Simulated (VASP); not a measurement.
# ZrS2 (P-3m1) in VASP: further runs, part 2 of 2

VASP 6.6.1. Earlier steps stand in the parts before.

**6. Single point, r2SCAN**

File POSCAR:

```
ZrS2
1.0
    3.6743990828      0.0000000000      0.0000000000
   -1.8371995414      3.1821229494      0.0000000000
    0.0000000000      0.0000000000      5.8568562426
Zr S
1 2
Direct
    0.0000000000      0.0000000000      0.0000000000
    0.3333333333      0.6666666667      0.2462324613
    0.6666666667      0.3333333333      0.7537675387
```

File INCAR.step1:

```
SYSTEM = ZrS2
PREC = Accurate
ENCUT = 550
ISMEAR = 0
SIGMA = 0.01
LREAL = .FALSE.
LASPH = .TRUE.
NELM = 120
NBANDS = 19
GGA = PE
ALGO = Normal
EDIFF = 1E-5
LWAVE = .TRUE.
LCHARG = .FALSE.
GGA_COMPAT = .FALSE.
```

File INCAR.step2:

```
SYSTEM = ZrS2
PREC = Accurate
ENCUT = 550
EDIFF = 1E-6
ISMEAR = 0
SIGMA = 0.01
LREAL = .FALSE.
LASPH = .TRUE.
NELM = 120
ALGO = Normal
ISIF = 2
LWAVE = .FALSE.
LCHARG = .FALSE.
METAGGA = R2SCAN
LMIXTAU = .TRUE.
NBANDS = 19
ISTART = 1
GGA_COMPAT = .FALSE.
```

File KPOINTS:

```
regular mesh
0
G
  6 6 4
  0 0 0
```

Potentials or basis: VASP PAW PBE potentials, release 64 (Zr_sv, S).

Command:

```sh
cat potpaw_PBE.64/Zr_sv/POTCAR potpaw_PBE.64/S/POTCAR > POTCAR
cp INCAR.step1 INCAR
mpirun -np 1 vasp_std > vasp.out
cp INCAR.step2 INCAR
mpirun -np 1 vasp_std > vasp.out
```

OUTCAR:

```text
SYSTEM = ZrS2
   PREC = Accurate
   ENCUT = 550
   EDIFF = 1E-6
   ISMEAR = 0
   LREAL = .FALSE.
   LASPH = .TRUE.
   NELM = 120
   ISIF = 2
   METAGGA = R2SCAN
   ISTART = 1

 ion  position               nearest neighbor table
   1  0.000  0.000  0.000-   3 2.57   2 2.57   3 2.57   2 2.57   3 2.57   2 2.57
   2  0.333  0.667  0.246-   1 2.57   1 2.57   1 2.57
   3  0.667  0.333  0.754-   1 2.57   1 2.57   1 2.57

  LATTYP: Found a hexagonal cell.
 ALAT       =     3.6743990828
 C/A-ratio  =     1.5939630156

  Lattice vectors:

 A1 = (   3.6743990828,   0.0000000000,   0.0000000000)
 A2 = (  -1.8371995414,   3.1821229494,   0.0000000000)
 A3 = (   0.0000000000,   0.0000000000,   5.8568562426)

Analysis of symmetry for initial positions (statically):
=====================================================================
 Subroutine PRICEL returns:
 Original cell was already a primitive cell.

 Routine SETGRP: Setting up the symmetry group for a
 hexagonal supercell.

 Subroutine GETGRP returns: Found 12 space group operations
 (whereof 12 operations were pure point group operations)
 out of a pool of 24 trial point group operations.

The static configuration has the point symmetry D_3d.

Analysis of symmetry for dynamics (positions and initial velocities):
=====================================================================
 Subroutine PRICEL returns:
 Original cell was already a primitive cell.

 Routine SETGRP: Setting up the symmetry group for a
 hexagonal supercell.

 Subroutine GETGRP returns: Found 12 space group operations
 (whereof 12 operations were pure point group operations)
 out of a pool of 24 trial point group operations.

The dynamic configuration has the point symmetry D_3d.

 Subroutine INISYM returns: Found 12 space group operations
 (whereof 12 operations are pure point group operations),
 and found     1 'primitive' translations

[... 112 lines left out ...]
   IALGO  =     38    algorithm
   IMIX   =      4    mixing-type and parameters
     AMIX     =   0.40;   BMIX     =  1.00
     AMIX_MAG =   1.60;   BMIX_MAG =  1.00
  volume/ion in A,a.u.               =      22.83       154.04
  Fermi-wavevector in a.u.,A,eV,Ry     =   1.154222  2.181163 18.126064  1.332228
  Thomas-Fermi vector in A             =   2.290860
   LORBIT       =      0    0 simple, 1 ext, 2 COOP (PROOUT), +10 PAW based schemes
   METAGGA = R2SCAN    functional components
   LHFCALC =     F    Hartree Fock is set to
   AEXX    =    0.0000 exact exchange contribution
   IVDW    =     0    specifies the selected vdW correction
   LEPSILON=     F    determine dielectric tensor
   LRPA    =     F    only Hartree local field effects (RPA)
 non-spin polarized calculation
 Gauss-broadening in eV      SIGMA  =   0.01
  energy-cutoff  :      550.00
  volume of cell :       68.48
 maximum number of plane-waves:      2034
   NGX = 15   NGY = 15   NGZ = 23

 number of electron      23.9999999 magnetization

 Free energy of the ion-electron system (eV)
  ---------------------------------------------------
  ext. energy  EPLUGINS =         0.00000000
  ---------------------------------------------------
  free energy    TOTEN  =       -44.14417461 eV

  energy without entropy =      -44.14417461  energy(sigma->0) =      -44.14417461

 E-fermi :   4.4859     XC(G=0): -10.0953

 val. band max:        4.4444159892   @ k =   0.0000   0.0000   0.0000
 cond. band min:       5.6339357312   @ k =   0.5000  -0.0000   0.5000
 fundamental gap:      1.1895197420
 Fermi energy:         4.4858921337

 k-point     1 :       0.0000    0.0000    0.0000
  band No.  band energies     occupation
      1     -46.2853      2.00000
      2     -23.6433      2.00000
      3     -23.4853      2.00000
      4     -23.4853      2.00000
      5      -8.8653      2.00000
      6      -7.3076      2.00000
[... 505 lines left out ...]
      6      -7.5344      2.00000
[... 11 lines left out ...]
     18      13.1013      0.00000
     19      13.6701      0.00000

------------------------ aborting loop because EDIFF is reached ----------------------------------------

  FORCE on cell =-STRESS in cart. coord.  units (eV):
  Direction    XX          YY          ZZ          XY          YZ          ZX
  --------------------------------------------------------------------------------------
  -------------------------------------------------------------------------------------
  Total        0.3978979      0.3978979      0.3736012     -0.0000000      0.0000000      0.0000000
  in kB        9.3092437      9.3092437      8.7407965     -0.0000000      0.0000000      0.0000000
  external PRESSURE =       9.1197613 kB  Pullay stress =       0.0000000 kB

 VOLUME and BASIS-vectors are now :
 -----------------------------------------------------------------------------
  energy-cutoff  :      550.00
  volume of cell :       68.48
      direct lattice vectors                 reciprocal lattice vectors
     3.674399083  0.000000000  0.000000000     0.272153345  0.157127807  0.000000000
    -1.837199541  3.182122949  0.000000000     0.000000000  0.314255614  0.000000000
     0.000000000  0.000000000  5.856856243     0.000000000  0.000000000  0.170740062

 POSITION                                       TOTAL-FORCE (eV/Angst)
 -----------------------------------------------------------------------------------
      0.00000      0.00000      0.00000         0.000000      0.000000      0.000000
     -0.00000      2.12142      1.44215        -0.000000     -0.000000     -0.041123
      1.83720      1.06071      4.41471         0.000000      0.000000      0.041123
 -----------------------------------------------------------------------------------
    total drift:                               -0.000000     -0.000000     -0.000000

  FREE ENERGIE OF THE ION-ELECTRON SYSTEM (eV)
  ---------------------------------------------------
  free  energy   TOTEN  =       -44.1441746116 eV

  energy  without entropy=      -44.1441746116  energy(sigma->0) =      -44.14417461
```

OUTCAR.step1:

```text
SYSTEM = ZrS2
   PREC = Accurate
   ENCUT = 550
   ISMEAR = 0
   LREAL = .FALSE.
   LASPH = .TRUE.
   NELM = 120
[... 749 lines left out ...]
      0.00000      0.00000      0.00000         0.000000      0.000000      0.000000
     -0.00000      2.12142      1.44215        -0.000000      0.000000      0.038070
      1.83720      1.06071      4.41471         0.000000     -0.000000     -0.038070
 -----------------------------------------------------------------------------------
    total drift:                               -0.000000     -0.000000     -0.000000

  FREE ENERGIE OF THE ION-ELECTRON SYSTEM (eV)
  ---------------------------------------------------
  free  energy   TOTEN  =       -21.3976334844 eV

  energy  without entropy=      -21.3976334844  energy(sigma->0) =      -21.39763348
```

It took 76 s on 1 thread of Intel Xeon Platinum 8488C (Sapphire Rapids), shared host; peak memory 0.21 GiB.

What came out:

| Item | Value |
| --- | --- |
| Free energy | -44.1442 eV |
| Pressure | 0.9 GPa |
| Largest force | 0.041 eV/Å |
| Band gap on the k mesh | 1.19 eV, indirect (least direct gap 1.81 eV) |

Forces in eV/Å, atoms in the order of the input:
```
Zr   0.000  0.000  0.000
S    0.000  0.000 -0.041
S    0.000  0.000  0.041
```

Levels at points of the mesh, in eV from the valence-band top:
```
           k point  band 9  band 10  band 11  band 12  band 13  band 14  band 15  band 16
(0.00, 0.00, 0.00)   -3.00    -0.19    -0.19     0.00     1.81     1.81     2.68     5.18
(0.50, 0.00, 0.00)   -2.65    -2.56    -1.95    -1.38     1.36     3.56     3.87     6.02
(0.00, 0.00, 0.50)   -2.96    -1.87    -0.34    -0.34     1.77     1.77     3.05     5.59
(0.50, 0.00, 0.50)   -2.82    -2.38    -1.09    -0.84     1.19     3.54     3.86     5.49
```

Caveat: the PAW data sets were made with another functional, which shifts forces and pressure a little. r2SCAN opens gaps a little over a GGA but as a rule still falls short of measured ones.

**7. Overview**

```csv
level,potentials or basis,k mesh,cutoff (eV),smearing,gap on the mesh (eV),pressure (GPa),largest force (eV/Å)
PBE,"VASP PAW PBE potentials, release 64 (Zr_sv, S)",2 × 2 × 2,500,gaussian 0.01 eV,0.61,4.7,0.43
PBE,"VASP PAW PBE potentials, release 64 (Zr_sv, S)",8 × 8 × 1,500,gaussian 0.01 eV,1.05,0.3,0.08
LDA,"VASP PAW LDA potentials, release 64 (Zr_sv, S)",6 × 6 × 2,500,gaussian 0.01 eV,0.76,-3.9,0.27
PBE,"VASP PAW PBE potentials, release 64 (Zr_sv, S)",6 × 6 × 4,500,methfessel-paxton 0.126 eV,0.88,1.3,0.04
r2SCAN,"VASP PAW PBE potentials, release 64 (Zr_sv, S)",6 × 6 × 4,550,gaussian 0.01 eV,1.19,0.9,0.04
```

Alike in all rows: task single point; no spin polarisation; cell as given.

Caveats: some runs use coarse meshes; this functional lacks dispersion, which binds the layers, so the pressure and a relaxed spacing across them are unreliable (some runs); the PAW data sets were made with another functional, which shifts forces and pressure a little (some runs).

Total energies depend on the potentials used, so only differences within one code and one set of settings carry meaning.
